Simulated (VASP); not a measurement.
Wanted: the native input for a VASP 6.6.1 run.

```
Task                   : single point
Functional             : PBE
Potentials or basis    : VASP PAW PBE potentials, release 64 (Al, P, Tl_d)
Cutoff                 : 520 eV
k mesh                 : 3 × 3 × 3
Occupations            : gaussian, width 0.1 eV
Spin                   : no spin polarisation
Dipole correction      : no
Further INCAR settings : LREAL = Auto; ALGO = Normal; EDIFF = 1e-06; NBANDS = 56; ISYM = 0
```

The structure of Al3TlP4 lies in POSCAR:

```
Al3TlP4
1.0
   -5.6461409899      5.6473741499      0.0042356160
   -5.6483348384      0.0020507175      5.6483007042
   -0.0044617972      5.6471456248      5.6458791363
Al P Tl
6 8 2
Direct
    0.0016029701      0.0011047558      0.9997130131
    0.0027099553      0.4986732498      0.0006754333
    0.5021286127      0.4987699666      0.0002580491
    0.5015374749      0.0010429278      0.4997458445
    0.0022153451      0.4987064645      0.5002235296
    0.5025366470      0.4988398541      0.5007476553
    0.8689357850      0.8669719941      0.3670299364
    0.3921692262      0.8597107088      0.3901300294
    0.8700649840      0.3957536509      0.3681303503
    0.8924718473      0.8595823629      0.8900476679
    0.3772028085      0.3753149104      0.3753369694
    0.3690799438      0.8668703495      0.8671301034
    0.8772533164      0.3753373214      0.8752252920
    0.3702285188      0.3955294317      0.8682587612
    0.5007282826      0.9992558939      0.9982802065
    1.0003744113      0.9995048157      0.4982318311
```

These files were run (other wordings do the same):

INCAR

```
SYSTEM = Al3TlP4
  PREC = Accurate
  ENCUT = 520
  EDIFF = 1E-6
  ISMEAR = 0
  SIGMA = 0.1
  LREAL = Auto
  LASPH = .TRUE.
  NELM = 80
  ALGO = Normal
  ISIF = 2
  LWAVE = .FALSE.
  LCHARG = .FALSE.
  GGA = PE
  NBANDS = 56
  ISYM = 0
```

KPOINTS

```
regular mesh
0
G
  3 3 3
  0 0 0
```

Potentials or basis: VASP PAW PBE potentials, release 64 (Al, P, Tl_d).

Launch:

```console
$ cat potpaw_PBE.64/Al/POTCAR potpaw_PBE.64/P/POTCAR potpaw_PBE.64/Tl_d/POTCAR > POTCAR
$ mpirun -np 1 vasp_std > vasp.out
```

Results of the run:

```yaml
Pressure: -0.1 GPa
Largest_force: 0.034 eV/Å
Band_gap_on_the_k_mesh: 0.82 eV
```

Caveat: spin-orbit coupling is left out, which moves the levels of the heavy elements.

Run time: 8 min on 1 thread of Intel(R) Xeon(R) Platinum 8259CL CPU @ 2.50GHz (Skylake/Cascade Lake), with other jobs on the host, peak memory 0.57 GiB.
